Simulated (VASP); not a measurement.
# K (R-3m) in VASP: single point with PBEsol

Aim: the single point of K with PBEsol.

All numbers are computed with VASP 6.6.1; they aren't measurements. Logs are shortened: lines on timing, memory, paths and dates and some standing lists are left out, and cuts for length are marked.

**1. The cell of the first run**

It takes space group R-3m (No. 166, trigonal). Conventional cell: a = 7.217 Å, b = 7.217 Å, c = 4.773 Å, α = 90.00°, β = 90.00°, γ = 120.00°. K (site symmetry -3m) has 14 K at 4.46 to 5.24 Å within 5.8 Å.

**2. Single point, PBEsol**

INCAR

```
SYSTEM = K
PREC = Accurate
ENCUT = 520
EDIFF = 1E-6
ISMEAR = 0
SIGMA = 0.15
LREAL = .False.
LASPH = .True.
NELM = 100
ALGO = Fast
ISIF = 2
LWAVE = .False.
LCHARG = .True.
GGA = PS
LELF = .True.
LVHAR = .True.
NBANDS = 10
```

KPOINTS

```
Automatic mesh
0
Gamma
  14 14 14
  0 0 0
```

POSCAR

```
K
1.0
   -2.4836476712      2.6197379546      2.6197379546
    2.6197379546     -2.4836476712      2.6197379546
    2.6197379546      2.6197379546     -2.4836476712
K
1
Direct
    0.0000000000      0.0000000000      0.0000000000
```

Potentials or basis: VASP PAW PBE potentials, release 64 (K_sv).

Started as:

```console
$ cat potpaw_PBE.64/K_sv/POTCAR > POTCAR
$ mpirun -np 1 vasp_std > vasp.out
```

OUTCAR:

```text
SYSTEM = K
   PREC = Accurate
   ENCUT = 520
   EDIFF = 1E-6
   ISMEAR = 0
   LREAL = .False.
   LASPH = .True.
   NELM = 100
   ISIF = 2
   GGA = PS

 ion  position               nearest neighbor table
   1  0.000  0.000  0.000-

  LATTYP: Found a trigonal (rhomboedric) cell.
 ALAT       =     4.4603317877
 COS(alpha) =    -0.3091289928

  Lattice vectors:

 A1 = (  -2.4836476712,   2.6197379546,   2.6197379546)
 A2 = (   2.6197379546,  -2.4836476712,   2.6197379546)
 A3 = (   2.6197379546,   2.6197379546,  -2.4836476712)

Analysis of symmetry for initial positions (statically):
=====================================================================
 Subroutine PRICEL returns:
 Original cell was already a primitive cell.

 Routine SETGRP: Setting up the symmetry group for a
 trigonal (rhombohedral) supercell.

 Subroutine GETGRP returns: Found 12 space group operations
 (whereof 12 operations were pure point group operations)
 out of a pool of 12 trial point group operations.

The static configuration has the point symmetry D_3d.

Analysis of symmetry for dynamics (positions and initial velocities):
=====================================================================
 Subroutine PRICEL returns:
 Original cell was already a primitive cell.

 Routine SETGRP: Setting up the symmetry group for a
 trigonal (rhombohedral) supercell.

 Subroutine GETGRP returns: Found 12 space group operations
 (whereof 12 operations were pure point group operations)
 out of a pool of 12 trial point group operations.

The dynamic configuration has the point symmetry D_3d.

 Subroutine INISYM returns: Found 12 space group operations
 (whereof 12 operations are pure point group operations),
 and found     1 'primitive' translations

----------------------------------------------------------------------------------------

                                     Primitive cell

  volume of cell :      71.7743

  direct lattice vectors                    reciprocal lattice vectors
    -2.483647671  2.619737955  2.619737955    -0.009676462  0.186271890  0.186271890
     2.619737955 -2.483647671  2.619737955     0.186271890 -0.009676462  0.186271890
     2.619737955  2.619737955 -2.483647671     0.186271890  0.186271890 -0.009676462

  length of vectors
     4.460331788  4.460331788  4.460331788     0.263605895  0.263605895  0.263605895

  position of ions in fractional coordinates (direct lattice)
     0.000000000  0.000000000  0.000000000

  ion indices of the primitive-cell ions
   primitive index   ion index
                 1           1

----------------------------------------------------------------------------------------

 KPOINTS: Automatic mesh

Automatic generation of k-mesh.
 Grid dimensions read from file:
 generate k-points for:   14   14   14

 Generating k-lattice:

  Cartesian coordinates                     Fractional coordinates (reciprocal lattice)
    -0.000691176  0.013305135  0.013305135     0.071428571  0.000000000  0.000000000
     0.013305135 -0.000691176  0.013305135     0.000000000  0.071428571  0.000000000
     0.013305135  0.013305135 -0.000691176     0.000000000  0.000000000  0.071428571

  Length of vectors
     0.018828992  0.018828992  0.018828992

  Shift w.r.t. Gamma in fractional coordinates (k-lattice)
     0.000000000  0.000000000  0.000000000

 Subroutine IBZKPT returns following result:
 ===========================================

 Found    288 irreducible k-points:

 Following reciprocal coordinates:
            Coordinates               Weight
  0.000000  0.000000  0.000000      1.000000
  0.071429  0.000000  0.000000      6.000000
  0.142857  0.000000  0.000000      6.000000
  0.214286  0.000000  0.000000      6.000000
  0.285714  0.000000  0.000000      6.000000
  0.357143  0.000000  0.000000      6.000000
[... 16 lines left out ...]
  0.214286  0.142857 -0.000000     12.000000
  0.285714  0.142857  0.000000     12.000000
 [... further k-points ...]
   k-points           NKPTS =    288   k-points in BZ     NKDIM =    288   number of bands    NBANDS=     10
   number of dos      NEDOS =    301   number of ions     NIONS =      1
   total plane-waves  NPLWV =  46656
   dimension x,y,z NGX =    36 NGY =   36 NGZ =   36
   dimension x,y,z NGXF=    72 NGYF=   72 NGZF=   72
   ions per type =               1
   NGX,Y,Z   is equivalent  to a cutoff of  13.42, 13.42, 13.42 a.u.
   NGXF,Y,Z  is equivalent  to a cutoff of  26.84, 26.84, 26.84 a.u.
 SYSTEM =  K
   PREC   = accura    normal or accurate (medium, high low for compatibility)
   ISTART =      0    job   : 0-new  1-cont  2-samecut
   ICHARG =      2    charge: 1-file 2-atom 10-const
   ISPIN  =      1    spin polarized calculation?
   LNONCOLLINEAR =      F non collinear calculations
   LSORBIT =      F    spin-orbit coupling
   LASPH  =      T    aspherical Exc in radial PAW
   ENCUT  =  520.0 eV  38.22 Ry    6.18 a.u.   8.29  8.29  8.29*2*pi/ulx,y,z
   NELM   =    100;   NELMIN=  2; NELMDL= -5     # of ELM steps
   EDIFF  = 0.1E-05   stopping-criterion for ELM
   LREAL  =      F    real-space projection
   EDIFFG = 0.1E-04   stopping-criterion for IOM
   NSW    =      0    number of steps for IOM
   IBRION =     -1    ionic relax: 0-MD 1-quasi-New 2-CG
   NFREE  =      0    steps in history (QN), initial steepest desc. (CG)
   ISIF   =      2    stress and relaxation
   ISYM   =      2    0-nonsym 1-usesym 2-fastsym
   POTIM  = 0.5000    time-step for ionic-motion
   TEBEG  =    0.0;   TEEND  =   0.0 temperature during run
   PSTRESS=    0.0 pullay stress
   NELECT =       9.0000    total number of electrons
   NUPDOWN=      -1.0000    fix difference up-down
   EMIN   =  10.00;   EMAX   =-10.00  energy-range for DOS
   EFERMI =   0.00;   METHOD = LEGACY
   ISMEAR =     0;   SIGMA  =   0.15  broadening in eV -4-tet -1-fermi 0-gaus
   EFERMI_NEDOS =   21; number of points for ismear=-14 and -15
   IALGO  =     68    algorithm
   IMIX   =      4    mixing-type and parameters
     AMIX     =   0.40;   BMIX     =  1.00
     AMIX_MAG =   1.60;   BMIX_MAG =  1.00
  volume/ion in A,a.u.               =      71.77       484.36
  Fermi-wavevector in a.u.,A,eV,Ry     =   0.819406  1.548454  9.135317  0.671427
  Thomas-Fermi vector in A             =   1.930206
   LORBIT       =      0    0 simple, 1 ext, 2 COOP (PROOUT), +10 PAW based schemes
   GGA     = PS    functional components
   LHFCALC =     F    Hartree Fock is set to
   AEXX    =    0.0000 exact exchange contribution
   IVDW    =     0    specifies the selected vdW correction
   LEPSILON=     F    determine dielectric tensor
   LRPA    =     F    only Hartree local field effects (RPA)
 non-spin polarized calculation
 RMM-DIIS sequential band-by-band and
 Gauss-broadening in eV      SIGMA  =   0.15
  energy-cutoff  :      520.00
  volume of cell :       71.77
 maximum number of plane-waves:      1955
 NGX is ok and might be reduce to    36
   NGX = 17   NGY = 17   NGZ = 17

 number of electron       9.0000000 magnetization

 Free energy of the ion-electron system (eV)
  ---------------------------------------------------
  ext. energy  EPLUGINS =         0.00000000
  ---------------------------------------------------
  free energy    TOTEN  =        -1.13304361 eV

  energy without entropy =       -1.12438436  energy(sigma->0) =       -1.12871398

 E-fermi :  -0.1093     XC(G=0):  -5.7573

 val. band max:       -0.1131453753   @ k =  -0.4286   0.2857   0.2857
 cond. band min:      -0.1049057404   @ k =  -0.4286   0.4286   0.0000
 fundamental gap:      0.0082396349
 Fermi energy:        -0.1093403442

 k-point     1 :       0.0000    0.0000    0.0000
  band No.  band energies     occupation
      1     -32.0991      2.00000
      2     -15.6073      2.00000
      3     -15.6056      2.00000
      4     -15.6056      2.00000
      5      -2.3070      2.00000
      6       4.0271      0.00000
      7       4.0271      0.00000
      8       4.4392      0.00000
      9       5.2122      0.00000
     10       5.2122      0.00000

 k-point     2 :       0.0714    0.0000    0.0000
  band No.  band energies     occupation
      1     -32.0989      2.00000
      2     -15.6103      2.00000
      3     -15.6072      2.00000
      4     -15.6057      2.00000
      5      -2.2453      2.00000
      6       3.9329      0.00000
      7       3.9629      0.00000
      8       4.4459      0.00000
      9       5.1361      0.00000
     10       5.1948      0.00000

 k-point     3 :       0.1429    0.0000    0.0000
  band No.  band energies     occupation
      1     -32.0983      2.00000
      2     -15.6204      2.00000
      3     -15.6097      2.00000
      4     -15.6057      2.00000
      5      -2.0622      2.00000
      6       3.5651      0.00000
      7       3.7968      0.00000
      8       4.5467      0.00000
      9       5.0780      0.00000
     10       5.1671      0.00000

 k-point     4 :       0.2143    0.0000    0.0000
  band No.  band energies     occupation
      1     -32.0975      2.00000
      2     -15.6352      2.00000
      3     -15.6131      2.00000
      4     -15.6058      2.00000
      5      -1.7637      2.00000
      6       2.9945      0.00000
      7       3.5852      0.00000
      8       4.7747      0.00000
      9       5.1108      0.00000
     10       5.1709      0.00000
[... 222 lines left out ...]
 k-point    22 :       0.1429    0.1429   -0.0000
  band No.  band energies     occupation
      1     -32.0972      2.00000
      2     -15.6325      2.00000
      3     -15.6191      2.00000
      4     -15.6093      2.00000
      5      -1.6127      2.00000
      6       2.9093      0.00000
      7       3.2432      0.00000
      8       4.8830      0.00000
      9       4.9219      0.00000
     10       5.5382      0.00000

 k-point    23 :       0.2143    0.1429   -0.0000
  band No.  band energies     occupation
      1     -32.0964      2.00000
      2     -15.6437      2.00000
      3     -15.6250      2.00000
      4     -15.6103      2.00000
      5      -1.2250      2.00000
      6       2.4216      0.00000
      7       2.9937      0.00000
      8       4.9264      0.00000
      9       5.0832      0.00000
     10       5.6425      0.00000

 k-point    24 :       0.2857    0.1429    0.0000
  band No.  band energies     occupation
      1     -32.0956      2.00000
      2     -15.6567      2.00000
      3     -15.6287      2.00000
      4     -15.6108      2.00000
      5      -0.7451      2.00000
      6       1.8380      0.00000
      7       2.8324      0.00000
      8       4.8563      0.00000
      9       5.2881      0.00000
     10       5.7323      0.00000

 [... further k-points ...]

------------------------ aborting loop because EDIFF is reached ----------------------------------------

  FORCE on cell =-STRESS in cart. coord.  units (eV):
  Direction    XX          YY          ZZ          XY          YZ          ZX
  --------------------------------------------------------------------------------------
  -------------------------------------------------------------------------------------
  Total       -0.0185734     -0.0185734     -0.0185734     -0.0578079     -0.0578079     -0.0578079
  in kB       -0.4146026     -0.4146026     -0.4146026     -1.2904134     -1.2904134     -1.2904134
  external PRESSURE =      -0.4146026 kB  Pullay stress =       0.0000000 kB

 VOLUME and BASIS-vectors are now :
 -----------------------------------------------------------------------------
  energy-cutoff  :      520.00
  volume of cell :       71.77
      direct lattice vectors                 reciprocal lattice vectors
    -2.483647671  2.619737955  2.619737955    -0.009676462  0.186271890  0.186271890
     2.619737955 -2.483647671  2.619737955     0.186271890 -0.009676462  0.186271890
     2.619737955  2.619737955 -2.483647671     0.186271890  0.186271890 -0.009676462

 POSITION                                       TOTAL-FORCE (eV/Angst)
 -----------------------------------------------------------------------------------
      0.00000      0.00000      0.00000         0.000000      0.000000      0.000000
 -----------------------------------------------------------------------------------
    total drift:                               -0.000000     -0.000000      0.000000

  FREE ENERGIE OF THE ION-ELECTRON SYSTEM (eV)
  ---------------------------------------------------
  free  energy   TOTEN  =        -1.1330436090 eV

  energy  without entropy=       -1.1243843581  energy(sigma->0) =       -1.12871398
```

It took 5.6 min on 1 thread of AMD EPYC 7R43 (Zen 3), shared host; peak memory 0.3 GiB.

What came out:

```yaml
Free_energy: -1.1330 eV
Pressure: 0.0 GPa
Band_gap_on_the_k_mesh: zero (an odd number of electrons rules out a gap without spin polarisation)
```

Stress tensor (GPa, compression positive):
```
-0.04 -0.13 -0.13
-0.13 -0.04 -0.13
-0.13 -0.13 -0.04
```

Caveat: the PAW data sets were made with another functional, which shifts forces and pressure a little.
